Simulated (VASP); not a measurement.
# TiSi2 (Fddd) in VASP: single point with PBE+D3(BJ)

Aim: the single point of TiSi2 with PBE+D3(BJ).

Everything below comes from runs of VASP 6.6.1. Logs are shortened: lines on timing, memory, paths and dates and some standing lists are left out, and cuts for length are marked.

### 1 The cell of the first run

Symmetry: Fddd, No. 70, orthorhombic system. The conventional cell has a = 4.735 Å, b = 8.129 Å, c = 8.461 Å, α = 90.00°, β = 90.00°, γ = 90.00°. Within 3.3 Å of Ti (site symmetry 222) lie 10 Si at 2.52 to 2.74 Å and 4 Ti at 3.16 Å. Si (site symmetry 2) has 9 Si at 2.50 to 3.16 Å and 5 Ti at 2.52 to 2.74 Å within 3.3 Å.

### 2 Single point, PBE+D3(BJ)

Contents of INCAR:

```
SYSTEM = TiSi2
PREC = Accurate
ENCUT = 520
EDIFF = 1E-7
ISMEAR = 0
SIGMA = 0.1
LREAL = .FALSE.
LASPH = .TRUE.
NELM = 60
ALGO = Normal
ISIF = 2
LWAVE = .FALSE.
LCHARG = .FALSE.
GGA = PE
IVDW = 12
NBANDS = 29
```

Contents of KPOINTS:

```
regular mesh
0
G
  10 10 10
  0 0 0
```

Contents of POSCAR:

```
TiSi2
1.0
    0.0000000000      4.0644320394      4.2307305598
    2.3672947516      0.0000000000      4.2307305598
    2.3672947516      4.0644320394      0.0000000000
Ti Si
2 4
Direct
    0.7500000000      0.7500000000      0.7500000000
    0.5000000000      0.5000000000      0.5000000000
    0.0865450031      0.4134549969      0.0865450031
    0.4134549969      0.0865450031      0.4134549969
    0.1634549969      0.8365450031      0.1634549969
    0.8365450031      0.1634549969      0.8365450031
```

Potentials or basis: VASP PAW PBE potentials, release 64 (Ti_sv, Si).

The run is started by

```sh
$ cat potpaw_PBE.64/Ti_sv/POTCAR potpaw_PBE.64/Si/POTCAR > POTCAR
$ mpirun -np 1 vasp_std > vasp.out
```

OUTCAR:

```text
SYSTEM = TiSi2
   PREC = Accurate
   ENCUT = 520
   EDIFF = 1E-7
   ISMEAR = 0
   LREAL = .FALSE.
   LASPH = .TRUE.
   NELM = 60
   ISIF = 2
   GGA = PE
   IVDW = 12
 IVDW          = 12

 ion  position               nearest neighbor table
   1  0.750  0.750  0.750-   6 2.52   5 2.52   6 2.52   5 2.52   4 2.71   4 2.71   3 2.71   3 2.71
                             3 2.74   4 2.74
   2  0.500  0.500  0.500-   3 2.52   4 2.52   3 2.52   4 2.52   5 2.71   5 2.71   6 2.71   6 2.71
                             5 2.74   6 2.74
   3  0.087  0.413  0.087-   5 2.50   5 2.50   2 2.52   2 2.52   4 2.66   1 2.71   1 2.71   1 2.74
                             4 2.75   4 2.75
   4  0.413  0.087  0.413-   6 2.50   6 2.50   2 2.52   2 2.52   3 2.66   1 2.71   1 2.71   1 2.74
                             3 2.75   3 2.75
   5  0.163  0.837  0.163-   3 2.50   3 2.50   1 2.52   1 2.52   6 2.66   2 2.71   2 2.71   2 2.74
                             6 2.75   6 2.75
   6  0.837  0.163  0.837-   4 2.50   4 2.50   1 2.52   1 2.52   5 2.66   2 2.71   2 2.71   2 2.74
                             5 2.75   5 2.75

  LATTYP: Found a face centered orthorhombic cell.
 ALAT       =     4.7345895032
 B/A-ratio  =     1.7169100031
 C/A-ratio  =     1.7871583405

  Lattice vectors:

 A1 = (   0.0000000000,   4.0644320394,   4.2307305598)
 A2 = (   2.3672947516,   0.0000000000,   4.2307305598)
 A3 = (   2.3672947516,   4.0644320394,   0.0000000000)

Analysis of symmetry for initial positions (statically):
=====================================================================
 Subroutine PRICEL returns:
 Original cell was already a primitive cell.

 Routine SETGRP: Setting up the symmetry group for a
 face centered orthorhombic supercell.

 Subroutine GETGRP returns: Found  8 space group operations
 (whereof  4 operations were pure point group operations)
 out of a pool of  8 trial point group operations.

The static configuration has the point symmetry D_2 .
 The point group associated with its full space group is D_2h.

Analysis of symmetry for dynamics (positions and initial velocities):
=====================================================================
 Subroutine PRICEL returns:
 Original cell was already a primitive cell.

 Routine SETGRP: Setting up the symmetry group for a
 face centered orthorhombic supercell.

 Subroutine GETGRP returns: Found  8 space group operations
 (whereof  4 operations were pure point group operations)
 out of a pool of  8 trial point group operations.

The dynamic configuration has the point symmetry D_2 .
 The point group associated with its full space group is D_2h.

 Subroutine INISYM returns: Found  8 space group operations
 (whereof  4 operations are pure point group operations),
 and found     1 'primitive' translations

----------------------------------------------------------------------------------------

                                     Primitive cell

  volume of cell :      81.4137

  direct lattice vectors                    reciprocal lattice vectors
     0.000000000  4.064432039  4.230730560    -0.211211553  0.123018418  0.118182898
     2.367294752  0.000000000  4.230730560     0.211211553 -0.123018418  0.118182898
     2.367294752  4.064432039  0.000000000     0.211211553  0.123018418 -0.118182898

  length of vectors
     5.866744316  4.848006344  4.703582916     0.271497788  0.271497788  0.271497788

  position of ions in fractional coordinates (direct lattice)
     0.750000000  0.750000000  0.750000000
     0.500000000  0.500000000  0.500000000
     0.086545003  0.413454997  0.086545003
     0.413454997  0.086545003  0.413454997
     0.163454997  0.836545003  0.163454997
     0.836545003  0.163454997  0.836545003

  ion indices of the primitive-cell ions
   primitive index   ion index
                 1           1
                 2           2
                 3           3
                 4           4
                 5           5
                 6           6

----------------------------------------------------------------------------------------

 KPOINTS: regular mesh

Automatic generation of k-mesh.
 Grid dimensions read from file:
 generate k-points for:   10   10   10

 Generating k-lattice:

  Cartesian coordinates                     Fractional coordinates (reciprocal lattice)
    -0.021121155  0.012301842  0.011818290     0.100000000  0.000000000 -0.000000000
     0.021121155 -0.012301842  0.011818290     0.000000000  0.100000000  0.000000000
     0.021121155  0.012301842 -0.011818290    -0.000000000  0.000000000  0.100000000

  Length of vectors
     0.027149779  0.027149779  0.027149779

  Shift w.r.t. Gamma in fractional coordinates (k-lattice)
     0.000000000  0.000000000  0.000000000

 Subroutine IBZKPT returns following result:
 ===========================================

 Found    171 irreducible k-points:

 Following reciprocal coordinates:
            Coordinates               Weight
  0.000000  0.000000  0.000000      1.000000
  0.100000  0.000000  0.000000      8.000000
  0.200000  0.000000  0.000000      8.000000
  0.300000  0.000000  0.000000      8.000000
  0.400000  0.000000  0.000000      8.000000
  0.500000  0.000000  0.000000      4.000000
[... 16 lines left out ...]
  0.300000  0.300000  0.000000      2.000000
  0.400000  0.300000  0.000000      8.000000
 [... further k-points ...]
   k-points           NKPTS =    171   k-points in BZ     NKDIM =    171   number of bands    NBANDS=     29
   number of dos      NEDOS =    301   number of ions     NIONS =      6
   total plane-waves  NPLWV =  62208
   dimension x,y,z NGX =    48 NGY =   36 NGZ =   36
   dimension x,y,z NGXF=    96 NGYF=   72 NGZF=   72
   ions per type =               2   4
   NGX,Y,Z   is equivalent  to a cutoff of  13.60, 12.34, 12.72 a.u.
   NGXF,Y,Z  is equivalent  to a cutoff of  27.20, 24.69, 25.45 a.u.
 SYSTEM =  TiSi2
   PREC   = accura    normal or accurate (medium, high low for compatibility)
   ISTART =      0    job   : 0-new  1-cont  2-samecut
   ICHARG =      2    charge: 1-file 2-atom 10-const
   ISPIN  =      1    spin polarized calculation?
   LNONCOLLINEAR =      F non collinear calculations
   LSORBIT =      F    spin-orbit coupling
   LASPH  =      T    aspherical Exc in radial PAW
   ENCUT  =  520.0 eV  38.22 Ry    6.18 a.u.  10.91  9.01  8.75*2*pi/ulx,y,z
   NELM   =     60;   NELMIN=  2; NELMDL= -5     # of ELM steps
   EDIFF  = 0.1E-06   stopping-criterion for ELM
   LREAL  =      F    real-space projection
   EDIFFG = 0.1E-05   stopping-criterion for IOM
   NSW    =      0    number of steps for IOM
   IBRION =     -1    ionic relax: 0-MD 1-quasi-New 2-CG
   NFREE  =      0    steps in history (QN), initial steepest desc. (CG)
   ISIF   =      2    stress and relaxation
   ISYM   =      2    0-nonsym 1-usesym 2-fastsym
   POTIM  = 0.5000    time-step for ionic-motion
   TEBEG  =    0.0;   TEEND  =   0.0 temperature during run
   PSTRESS=    0.0 pullay stress
   NELECT =      40.0000    total number of electrons
   NUPDOWN=      -1.0000    fix difference up-down
   EMIN   =  10.00;   EMAX   =-10.00  energy-range for DOS
   EFERMI =   0.00;   METHOD = LEGACY
   ISMEAR =     0;   SIGMA  =   0.10  broadening in eV -4-tet -1-fermi 0-gaus
   EFERMI_NEDOS =   21; number of points for ismear=-14 and -15
   IALGO  =     38    algorithm
   IMIX   =      4    mixing-type and parameters
     AMIX     =   0.40;   BMIX     =  1.00
     AMIX_MAG =   1.60;   BMIX_MAG =  1.00
  volume/ion in A,a.u.               =      13.57        91.57
  Fermi-wavevector in a.u.,A,eV,Ry     =   1.291801  2.441150 22.704722  1.668750
  Thomas-Fermi vector in A             =   2.423548
   LORBIT       =      0    0 simple, 1 ext, 2 COOP (PROOUT), +10 PAW based schemes
   GGA     = PE    functional components
   LHFCALC =     F    Hartree Fock is set to
   AEXX    =    0.0000 exact exchange contribution
   IVDW    =    12    specifies the selected vdW correction
   LEPSILON=     F    determine dielectric tensor
   LRPA    =     F    only Hartree local field effects (RPA)
 non-spin polarized calculation
 Gauss-broadening in eV      SIGMA  =   0.10
  energy-cutoff  :      520.00
  volume of cell :       81.41
 maximum number of plane-waves:      2214
 NGX is ok and might be reduce to    48
   NGX = 21   NGY = 19   NGZ = 17

 number of electron      40.0000005 magnetization

 Free energy of the ion-electron system (eV)
  ---------------------------------------------------
  ext. energy  EPLUGINS =         0.00000000
  ---------------------------------------------------
  free energy    TOTEN  =       -40.63540661 eV

  energy without entropy =      -40.62465108  energy(sigma->0) =      -40.63002884

 E-fermi :  10.5557     XC(G=0): -11.8715

 val. band max:       10.5499411675   @ k =  -0.3000   0.2000   0.1000
 cond. band min:      10.5575757278   @ k =   0.0000   0.2000   0.2000
 fundamental gap:      0.0076345603
 Fermi energy:        10.5557141286

 k-point     1 :       0.0000    0.0000    0.0000
  band No.  band energies     occupation
      1     -45.6086      2.00000
      2     -45.5758      2.00000
      3     -22.0141      2.00000
      4     -21.9907      2.00000
      5     -21.9103      2.00000
      6     -21.8939      2.00000
[... 21 lines left out ...]
     28      14.4612      0.00000
     29      14.5290      0.00000

 k-point     2 :       0.1000    0.0000    0.0000
  band No.  band energies     occupation
      1     -45.6080      2.00000
      2     -45.5763      2.00000
      3     -22.0135      2.00000
      4     -21.9906      2.00000
      5     -21.9131      2.00000
      6     -21.8939      2.00000
[... 21 lines left out ...]
     28      14.3611      0.00000
     29      14.5095      0.00000

 k-point     3 :       0.2000    0.0000    0.0000
  band No.  band energies     occupation
      1     -45.6062      2.00000
      2     -45.5780      2.00000
      3     -22.0130      2.00000
      4     -21.9889      2.00000
      5     -21.9214      2.00000
      6     -21.8936      2.00000
[... 638 lines left out ...]
      5     -21.9393      2.00000
      6     -21.9050      2.00000
[... 21 lines left out ...]
     28      14.6388      0.00000
     29      14.8566      0.00000

 k-point    24 :       0.4000    0.3000    0.0000
  band No.  band energies     occupation
      1     -45.5994      2.00000
      2     -45.5848      2.00000
      3     -21.9893      2.00000
      4     -21.9705      2.00000
      5     -21.9496      2.00000
      6     -21.9121      2.00000
[... 21 lines left out ...]
     28      14.7547      0.00000
     29      14.8367      0.00000

 [... further k-points ...]

------------------------ aborting loop because EDIFF is reached ----------------------------------------

 Edisp (eV)   -3.33323

 E8    (eV) :    -1.4533

  FORCE on cell =-STRESS in cart. coord.  units (eV):
  Direction    XX          YY          ZZ          XY          YZ          ZX
  --------------------------------------------------------------------------------------
  -------------------------------------------------------------------------------------
  Total      -0.02145    -0.03707    -0.03202     0.00000     0.00000     0.00000
  in kB      -0.42212    -0.72960    -0.63015     0.00000     0.00000     0.00000
  external pressure =       -0.59 kB  Pullay stress =        0.00 kB

 VOLUME and BASIS-vectors are now :
 -----------------------------------------------------------------------------
  energy-cutoff  :      520.00
  volume of cell :       81.41
      direct lattice vectors                 reciprocal lattice vectors
     0.000000000  4.064432039  4.230730560    -0.211211553  0.123018418  0.118182898
     2.367294752  0.000000000  4.230730560     0.211211553 -0.123018418  0.118182898
     2.367294752  4.064432039  0.000000000     0.211211553  0.123018418 -0.118182898

 POSITION                                       TOTAL-FORCE (eV/Angst)
 -----------------------------------------------------------------------------------
      3.55094      6.09665      6.34610         0.000000     -0.000000     -0.000000
      2.36729      4.06443      4.23073         0.000000     -0.000000      0.000000
      1.18365      0.70351      2.11537         0.000000      0.000224      0.000000
      1.18365      3.36092      2.11537         0.000000     -0.000224      0.000000
      2.36729      1.32870      4.23073        -0.000000     -0.000224     -0.000000
      2.36729      6.80016      4.23073        -0.000000      0.000224     -0.000000
 -----------------------------------------------------------------------------------
    total drift:                               -0.000000     -0.000000      0.000000

  FREE ENERGIE OF THE ION-ELECTRON SYSTEM (eV)
  ---------------------------------------------------
  free  energy   TOTEN  =       -43.9686400113 eV

  energy  without entropy=      -43.9578844795  energy(sigma->0) =      -43.96326225
```

It took 11 min on 1 thread of Intel Xeon 8259CL, shared host; peak memory 0.48 GiB.

Results:

```
Free energy                : -43.9686 eV
Pressure                   : -0.1 GPa
Band gap on the k mesh     : zero (bands 20 and 21 overlap by 1.91 eV)
Dispersion energy per atom : -0.556 eV
```
